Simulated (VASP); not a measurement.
# GaAs (P-6m2) in VASP: settings compared, part 2 of 3

VASP 6.6.1. Earlier steps stand in the parts before.

## (3) Single point, PBE

Input file INCAR:

```
PREC = Accurate
ENCUT = 520
EDIFF = 1E-6
ISMEAR = -1
SIGMA = 0.05
LREAL = F
LASPH = T
NELM = 100
ALGO = Normal
ISIF = 2
LWAVE = F
LCHARG = F
GGA = PE
NBANDS = 16
```

Input file KPOINTS:

```
regular mesh
0
Gamma
  9 9 8
```

Input file POSCAR:

```
GaAs
1.0
    3.6064012100      0.0000000000      0.0000000000
   -1.8032006000      3.1232350600      0.0000000000
    0.0000000000      0.0000000000      3.5731941600
Ga As
1 1
Direct
    0.3333333300      0.6666666700      0.5000000000
    0.0000000000      0.0000000000      0.0000000000
```

Potentials or basis: VASP PAW PBE potentials, release 64 (Ga_d, As).

Launch:

```sh
> cat potpaw_PBE.64/Ga_d/POTCAR potpaw_PBE.64/As/POTCAR > POTCAR
> mpirun -np 1 vasp_std > vasp.out
```

OUTCAR:

```text
PREC = Accurate
   ENCUT = 520
   EDIFF = 1E-6
   ISMEAR = -1
   LREAL = F
   LASPH = T
   NELM = 100
   ISIF = 2
   GGA = PE

 ion  position               nearest neighbor table
   1  0.333  0.667  0.500-   2 2.74   2 2.74   2 2.74   2 2.74   2 2.74   2 2.74
   2  0.000  0.000  0.000-   1 2.74   1 2.74   1 2.74   1 2.74   1 2.74   1 2.74

  LATTYP: Found a hexagonal cell.
 ALAT       =     3.6064012100
 C/A-ratio  =     0.9907921920

  Lattice vectors:

 A1 = (   3.6064012100,   0.0000000000,   0.0000000000)
 A2 = (  -1.8032006000,   3.1232350600,   0.0000000000)
 A3 = (   0.0000000000,   0.0000000000,   3.5731941600)

Analysis of symmetry for initial positions (statically):
=====================================================================
 Subroutine PRICEL returns:
 Original cell was already a primitive cell.

 Routine SETGRP: Setting up the symmetry group for a
 hexagonal supercell.

 Subroutine GETGRP returns: Found 12 space group operations
 (whereof 12 operations were pure point group operations)
 out of a pool of 24 trial point group operations.

The static configuration has the point symmetry D_3h.

Analysis of symmetry for dynamics (positions and initial velocities):
=====================================================================
 Subroutine PRICEL returns:
 Original cell was already a primitive cell.

 Routine SETGRP: Setting up the symmetry group for a
 hexagonal supercell.

 Subroutine GETGRP returns: Found 12 space group operations
 (whereof 12 operations were pure point group operations)
 out of a pool of 24 trial point group operations.

The dynamic configuration has the point symmetry D_3h.

 Subroutine INISYM returns: Found 12 space group operations
 (whereof 12 operations are pure point group operations),
 and found     1 'primitive' translations

----------------------------------------------------------------------------------------

                                     Primitive cell

  volume of cell :      40.2472

  direct lattice vectors                    reciprocal lattice vectors
     3.606401210  0.000000000  0.000000000     0.277284734  0.160090416  0.000000000
    -1.803200600  3.123235060  0.000000000     0.000000000  0.320180832  0.000000000
     0.000000000  0.000000000  3.573194160     0.000000000  0.000000000  0.279861646

  length of vectors
     3.606401210  3.606401204  3.573194160     0.320180831  0.320180832  0.279861646

  position of ions in fractional coordinates (direct lattice)
     0.333333330  0.666666670  0.500000000
     0.000000000  0.000000000  0.000000000

  ion indices of the primitive-cell ions
   primitive index   ion index
                 1           1
                 2           2

----------------------------------------------------------------------------------------

 KPOINTS: regular mesh

Automatic generation of k-mesh.
 Grid dimensions read from file:
 generate k-points for:    9    9    8

 Generating k-lattice:

  Cartesian coordinates                     Fractional coordinates (reciprocal lattice)
     0.030809415  0.017787824  0.000000000     0.111111111  0.000000000  0.000000000
     0.000000000  0.035575648  0.000000000     0.000000000  0.111111111  0.000000000
     0.000000000  0.000000000  0.034982706     0.000000000  0.000000000  0.125000000

  Length of vectors
     0.035575648  0.035575648  0.034982706

  Shift w.r.t. Gamma in fractional coordinates (k-lattice)
     0.000000000  0.000000000  0.000000000

 Subroutine IBZKPT returns following result:
 ===========================================

 Found     60 irreducible k-points:

 Following reciprocal coordinates:
            Coordinates               Weight
  0.000000  0.000000  0.000000      1.000000
  0.111111  0.000000  0.000000      6.000000
  0.222222  0.000000  0.000000      6.000000
  0.333333 -0.000000  0.000000      6.000000
  0.444444  0.000000  0.000000      6.000000
  0.111111  0.111111  0.000000      6.000000
[... 16 lines left out ...]
  0.333333  0.222222  0.125000     24.000000
  0.333333  0.333333  0.125000      4.000000
 [... further k-points ...]
   k-points           NKPTS =     60   k-points in BZ     NKDIM =     60   number of bands    NBANDS=     16
   number of dos      NEDOS =    301   number of ions     NIONS =      2
   total plane-waves  NPLWV =  21952
   dimension x,y,z NGX =    28 NGY =   28 NGZ =   28
   dimension x,y,z NGXF=    56 NGYF=   56 NGZF=   56
   ions per type =               1   1
   NGX,Y,Z   is equivalent  to a cutoff of  12.91, 12.91, 13.03 a.u.
   NGXF,Y,Z  is equivalent  to a cutoff of  25.81, 25.81, 26.05 a.u.
 SYSTEM =  unknown system
   PREC   = accura    normal or accurate (medium, high low for compatibility)
   ISTART =      0    job   : 0-new  1-cont  2-samecut
   ICHARG =      2    charge: 1-file 2-atom 10-const
   ISPIN  =      1    spin polarized calculation?
   LNONCOLLINEAR =      F non collinear calculations
   LSORBIT =      F    spin-orbit coupling
   LASPH  =      T    aspherical Exc in radial PAW
   ENCUT  =  520.0 eV  38.22 Ry    6.18 a.u.   6.71  6.71  6.64*2*pi/ulx,y,z
   NELM   =    100;   NELMIN=  2; NELMDL= -5     # of ELM steps
   EDIFF  = 0.1E-05   stopping-criterion for ELM
   LREAL  =      F    real-space projection
   EDIFFG = 0.1E-04   stopping-criterion for IOM
   NSW    =      0    number of steps for IOM
   IBRION =     -1    ionic relax: 0-MD 1-quasi-New 2-CG
   NFREE  =      0    steps in history (QN), initial steepest desc. (CG)
   ISIF   =      2    stress and relaxation
   ISYM   =      2    0-nonsym 1-usesym 2-fastsym
   POTIM  = 0.5000    time-step for ionic-motion
   TEBEG  =    0.0;   TEEND  =   0.0 temperature during run
   PSTRESS=    0.0 pullay stress
   NELECT =      18.0000    total number of electrons
   NUPDOWN=      -1.0000    fix difference up-down
   EMIN   =  10.00;   EMAX   =-10.00  energy-range for DOS
[... 5 lines left out ...]
     AMIX     =   0.40;   BMIX     =  1.00
     AMIX_MAG =   1.60;   BMIX_MAG =  1.00
  volume/ion in A,a.u.               =      20.12       135.80
  Fermi-wavevector in a.u.,A,eV,Ry     =   1.251951  2.365844 21.325507  1.567381
  Thomas-Fermi vector in A             =   2.385874
   LORBIT       =      0    0 simple, 1 ext, 2 COOP (PROOUT), +10 PAW based schemes
   GGA     = PE    functional components
   LHFCALC =     F    Hartree Fock is set to
   AEXX    =    0.0000 exact exchange contribution
   IVDW    =     0    specifies the selected vdW correction
   LEPSILON=     F    determine dielectric tensor
   LRPA    =     F    only Hartree local field effects (RPA)
 non-spin polarized calculation
  energy-cutoff  :      520.00
  volume of cell :       40.25
 maximum number of plane-waves:      1102
 NGX is ok and might be reduce to    28
   NGX = 13   NGY = 13   NGZ = 13

 number of electron      18.0000006 magnetization

 Free energy of the ion-electron system (eV)
  ---------------------------------------------------
  ext. energy  EPLUGINS =         0.00000000
  ---------------------------------------------------
  free energy    TOTEN  =        -7.40209638 eV

  energy without entropy =       -7.39428352  energy(sigma->0) =       -7.39818995

 E-fermi :   5.0787     XC(G=0): -10.4882

 val. band max:        5.0545896891   @ k =   0.3333   0.2222   0.2500
 cond. band min:       5.1271710791   @ k =   0.1111   0.0000   0.3750
 fundamental gap:      0.0725813901
 Fermi energy:         5.0786764072

 k-point     1 :       0.0000    0.0000    0.0000
  band No.  band energies     occupation
      1      -9.6670      2.00000
      2      -9.6619      2.00000
      3      -9.6619      2.00000
      4      -9.6085      2.00000
      5      -9.6085      2.00000
      6      -7.9709      2.00000
[... 8 lines left out ...]
     15      15.5647      0.00000
     16      18.8768      0.00000

 k-point     2 :       0.1111    0.0000    0.0000
  band No.  band energies     occupation
      1      -9.6692      2.00000
      2      -9.6617      2.00000
      3      -9.6553      2.00000
      4      -9.6132      2.00000
      5      -9.6093      2.00000
      6      -7.8091      2.00000
[... 8 lines left out ...]
     15      15.1995      0.00000
     16      17.9965      0.00000
[... 387 lines left out ...]
      5      -9.6182      2.00000
      6      -5.5330      2.00000
[... 8 lines left out ...]
     15      15.5389      0.00000
     16      16.8995      0.00000

 k-point    24 :       0.3333    0.3333    0.1250
  band No.  band energies     occupation
      1      -9.6867      2.00000
      2      -9.6448      2.00000
      3      -9.6342      2.00000
      4      -9.6281      2.00000
      5      -9.6232      2.00000
      6      -5.3045      2.00000
[... 8 lines left out ...]
     15      16.0013      0.00000
     16      16.0233      0.00000

 [... further k-points ...]
[... 5 lines left out ...]
  --------------------------------------------------------------------------------------
  -------------------------------------------------------------------------------------
  Total        0.2954339      0.2954339     -0.6718545      0.0000000      0.0000000      0.0000000
  in kB       11.7607635     11.7607635    -26.7454853      0.0000000      0.0000000      0.0000000
  external PRESSURE =      -1.0746528 kB  Pullay stress =       0.0000000 kB

 VOLUME and BASIS-vectors are now :
 -----------------------------------------------------------------------------
  energy-cutoff  :      520.00
  volume of cell :       40.25
      direct lattice vectors                 reciprocal lattice vectors
     3.606401210  0.000000000  0.000000000     0.277284734  0.160090416  0.000000000
    -1.803200600  3.123235060  0.000000000     0.000000000  0.320180832  0.000000000
     0.000000000  0.000000000  3.573194160     0.000000000  0.000000000  0.279861646

 POSITION                                       TOTAL-FORCE (eV/Angst)
 -----------------------------------------------------------------------------------
     -0.00000      2.08216      1.78660        -0.000000     -0.000000      0.000000
      0.00000      0.00000      0.00000         0.000000      0.000000      0.000000
 -----------------------------------------------------------------------------------
    total drift:                                0.000008     -0.000004      0.000000

  FREE ENERGIE OF THE ION-ELECTRON SYSTEM (eV)
  ---------------------------------------------------
  free  energy   TOTEN  =        -7.4020963815 eV

  energy  without entropy=       -7.3942835204  energy(sigma->0) =       -7.39818995
```

OSZICAR:

```text
N       E                     dE             d eps       ncg     rms          rms(c)
DAV:   1     0.813010548872E+02    0.81301E+02   -0.88767E+03  1920   0.167E+03
DAV:   2    -0.153300891985E+01   -0.82834E+02   -0.79300E+02  2232   0.324E+02
DAV:   3    -0.739085026987E+01   -0.58578E+01   -0.58251E+01  2320   0.622E+01
DAV:   4    -0.747045340828E+01   -0.79603E-01   -0.79591E-01  2392   0.804E+00
DAV:   5    -0.747141574737E+01   -0.96234E-03   -0.96232E-03  2424   0.811E-01    0.207E+00
DAV:   6    -0.740917565174E+01    0.62240E-01   -0.10290E-01  2568   0.582E+00    0.119E+00
DAV:   7    -0.740281868365E+01    0.63570E-02   -0.17141E-02  2712   0.103E+00    0.433E-01
DAV:   8    -0.740205424833E+01    0.76444E-03   -0.26494E-03  2264   0.571E-01    0.510E-02
DAV:   9    -0.740209626054E+01   -0.42012E-04   -0.22929E-04  2616   0.201E-01    0.397E-02
DAV:  10    -0.740209638151E+01   -0.12097E-06   -0.99012E-06  2264   0.273E-02
   1 F= -.74020964E+01 E0= -.73981900E+01  d E =-.781286E-02
```

stdout:

```text
POSCAR found type information on POSCAR GaAs
 POSCAR found :  2 types and       2 ions
 scaLAPACK will be used
 LDA part: xc-table for (Slater+PW92), standard interpolation
 POSCAR, INCAR and KPOINTS ok, starting setup
 FFT: planning ... GRIDC
 FFT: planning ... GRID_SOFT
 FFT: planning ... GRID
 WAVECAR not read
 entering main loop
```

It took 13 s on 1 thread of Intel Xeon 6975P-C (Granite Rapids), shared host; peak memory 0.18 GiB.

What came out:

| Property | Result |
| --- | --- |
| Free energy | -7.4021 eV |
| Pressure | -0.1 GPa |
| Band gap on the k mesh | zero (band 9 reaches 6.74 eV, above the bottom of band 10 at 2.78 eV) |

Levels at points of the mesh, in eV from the Fermi level:
| k point | band 6 | band 7 | band 8 | band 9 | band 10 | band 11 | band 12 | band 13 |
| --- | --- | --- | --- | --- | --- | --- | --- | --- |
| (0.00, 0.00, 0.00) | -13.05 | -1.59 | -1.45 | 0.48 | 0.48 | 5.21 | 5.21 | 5.24 |
| (0.00, 0.00, 0.50) | -11.42 | -8.26 | 1.66 | 1.66 | 4.52 | 4.98 | 5.64 | 5.64 |

## (4) Single point, LDA

Input file INCAR:

```
SYSTEM = GaAs
PREC = Accurate
ENCUT = 520
EDIFF = 1E-7
ISMEAR = -1
SIGMA = 0.05
LREAL = .FALSE.
LASPH = .TRUE.
NELM = 60
ALGO = Normal
ISIF = 2
LWAVE = .FALSE.
LCHARG = .FALSE.
GGA = CA
NBANDS = 16
```

Input file KPOINTS:

```
regular mesh
0
G
  9 9 8
  0 0 0
```

POSCAR is that of step 3.

Potentials or basis: VASP PAW LDA potentials, release 64 (Ga_d, As).

Launch:

```sh
> cat potpaw_LDA.64/Ga_d/POTCAR potpaw_LDA.64/As/POTCAR > POTCAR
> mpirun -np 1 vasp_std > vasp.out
```

Run time: 17 s. Hardware: 1 thread of Intel Xeon 6975P-C (Granite Rapids), shared host; peak memory 0.16 GiB.

It converged, with:

```
Free energy            : -8.7863 eV
Pressure               : -5.5 GPa
Band gap on the k mesh : zero (band 9 reaches 6.60 eV, above the bottom of band 10 at 2.61 eV)
```

Stress tensor (GPa, compression positive):
```
-4.06  0.00  0.00
 0.00 -4.06  0.00
 0.00  0.00 -8.47
```

Levels at points of the mesh, in eV from the Fermi level:
```
           k point  band 6  band 7  band 8  band 9  band 10  band 11  band 12  band 13
(0.00, 0.00, 0.00)  -13.04   -1.58   -1.56    0.50     0.50     5.20     5.20     5.31
(0.00, 0.00, 0.50)  -11.41   -8.26    1.66    1.66     4.45     4.90     5.59     5.59
```

[end of part 2 of 3]
